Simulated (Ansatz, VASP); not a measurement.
## One calculation of ZnO, two programs

Contents of POSCAR:

```
ZnO
1.0
    3.2053930491      0.0000000000      0.0000000000
   -1.6026965246      2.7759518096      0.0000000000
    0.0000000000      0.0000000000      5.1353529565
Zn O
2 2
Direct
    0.6666666667      0.3333333333      0.0000000000
    0.3333333333      0.6666666667      0.5000000000
    0.3333333333      0.6666666667      0.8790100000
    0.6666666667      0.3333333333      0.3790100000
```

The input INCAR.step1:

```
SYSTEM = ZnO
ALGO     = Normal         ! electronic algorithm
EDIFF    = 1E-4           ! SCF threshold, eV
ENCUT    = 520            ! plane-wave cutoff, eV
GGA      = PE             ! functional
ISMEAR   = -1             ! smearing method
LASPH    = .TRUE.         ! aspherical terms in the spheres
LCHARG   = .FALSE.        ! write CHGCAR
LREAL    = .FALSE.        ! projectors in reciprocal space
LWAVE    = .TRUE.         ! write WAVECAR
NBANDS   = 26             ! bands
NELM     = 80             ! most SCF steps
PREC     = Accurate       ! precision mode
SIGMA    = 0.05           ! smearing width, eV
```

INCAR.step2

```
SYSTEM = ZnO
ALGO     = Normal         ! electronic algorithm
BPARAM   = 11.95        
CPARAM   = 0.0093       
EDIFF    = 1E-7           ! SCF threshold, eV
ENCUT    = 520            ! plane-wave cutoff, eV
ISIF     = 2              ! what is computed and relaxed
ISMEAR   = -1             ! smearing method
ISTART   = 1            
IVDW_NL  = 2            
LASPH    = .TRUE.         ! aspherical terms in the spheres
LCHARG   = .FALSE.        ! write CHGCAR
LMIXTAU  = .TRUE.       
LREAL    = .FALSE.        ! projectors in reciprocal space
LUSE_VDW = .TRUE.       
LWAVE    = .FALSE.        ! write WAVECAR
METAGGA  = R2SCAN         ! meta-GGA
NBANDS   = 26             ! bands
NELM     = 80             ! most SCF steps
PREC     = Accurate       ! precision mode
SIGMA    = 0.05           ! smearing width, eV
```

The input KPOINTS:

```
k-points
0
G
  9 9 5
  0 0 0
```

Contents of input.yaml:

```yaml
crystal:
  lattice:
    - [3.2053930491, 0.0, 0.0]
    - [-1.6026965246, 2.7759518096, 0.0]
    - [0.0, 0.0, 5.1353529565]
  atoms:
    - { symbol: Zn, position: [0.6666666667, 0.3333333333, 0.0] }
    - { symbol: Zn, position: [0.3333333333, 0.6666666667, 0.5] }
    - { symbol: O, position: [0.3333333333, 0.6666666667, 0.87901] }
    - { symbol: O, position: [0.6666666667, 0.3333333333, 0.37901] }
hamiltonian:
  xc: r2scan
  pseudopotentials: { kind: paw }
  dispersion: rvv10
kpoints:
  mp_grid: { grid: [9, 9, 5] }
scf:
  occupations: { method: fermi_dirac, width: 0.05 }
output:
  forces: true
  stress: true
  eigenvalues: true
```

Alike in both runs: task single point; functional r2SCAN; dispersion rVV10; k mesh 9 × 9 × 5; occupations fermi-dirac, width 0.05 eV; no spin polarisation.

|  | VASP | Ansatz |
| --- | --- | --- |
| version | VASP 6.6.1 | Ansatz 0.2.0 |
| potentials or method | VASP PAW PBE potentials, release 64 (Zn, O) | Ansatz PAW |
| plane-wave cutoff (eV) | 520 | 500 |
| valence electrons in the cell | 36 | 36 |

```tsv
	VASP	Ansatz	Ansatz less VASP
gap on the k mesh at the Fermi level (eV)	1.24	1.24	-0.001
least direct gap on the mesh (eV)	1.24	1.24	-0.001
pressure (GPa)	5.2	3.9	-1.26
traceless stress, the component that is largest in VASP (GPa)	1.37	1.19	-0.178
rms of the force components (eV/Å)	0.051	0.049	-0.0016
```

VASP's potentials were made for PBE, not for r2SCAN. Atom by atom the forces differ by 0.002 eV/Å (rms over components).

Noted on Ansatz's run: odd divisions of the mesh miss points on the zone boundary, where band edges often lie, so the gap on the mesh can be too wide.
